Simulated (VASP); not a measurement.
A run of VASP 6.6.1 is set up as follows.

The input INCAR:

```
SYSTEM = Al2O3
PREC = Accurate
ENCUT = 520
EDIFF = 1E-7
ISMEAR = 0
SIGMA = 0.05
LREAL = .FALSE.
LASPH = .TRUE.
NELM = 60
ALGO = Normal
ISIF = 2
LWAVE = .FALSE.
LCHARG = .FALSE.
GGA = PE
NBANDS = 35
```

Contents of KPOINTS:

```
regular mesh
0
G
  6 6 6
  0 0 0
```

POSCAR

```
Al2O3
1.0
    2.5897113169      1.4951705259      3.7692384980
   -2.5897113169      1.4951705259      3.7692384980
    0.0000000000     -2.9903410518      3.7692384980
Al O
4 6
Direct
    0.8635611633      0.8635611633      0.8635611633
    0.6364388367      0.6364388367      0.6364388367
    0.1364388367      0.1364388367      0.1364388367
    0.3635611633      0.3635611633      0.3635611633
    0.0561574040      0.4438425960      0.7500000000
    0.7500000000      0.0561574040      0.4438425960
    0.4438425960      0.7500000000      0.0561574040
    0.9438425960      0.5561574040      0.2500000000
    0.2500000000      0.9438425960      0.5561574040
    0.5561574040      0.2500000000      0.9438425960
```

Potentials or basis: VASP PAW PBE potentials, release 64 (Al, O).

Launch:

```console
$ cat potpaw_PBE.64/Al/POTCAR potpaw_PBE.64/O/POTCAR > POTCAR
$ mpirun -np 1 vasp_std > vasp.out
```

Q: What does it give for the pressure?

A: -2.1 GPa.

Q: Predict the largest force.

A: 0.671 eV/Å.

Stress tensor (GPa, compression positive):
```
-23.01   0.00   0.00
  0.00 -23.01   0.00
  0.00   0.00  39.57
```
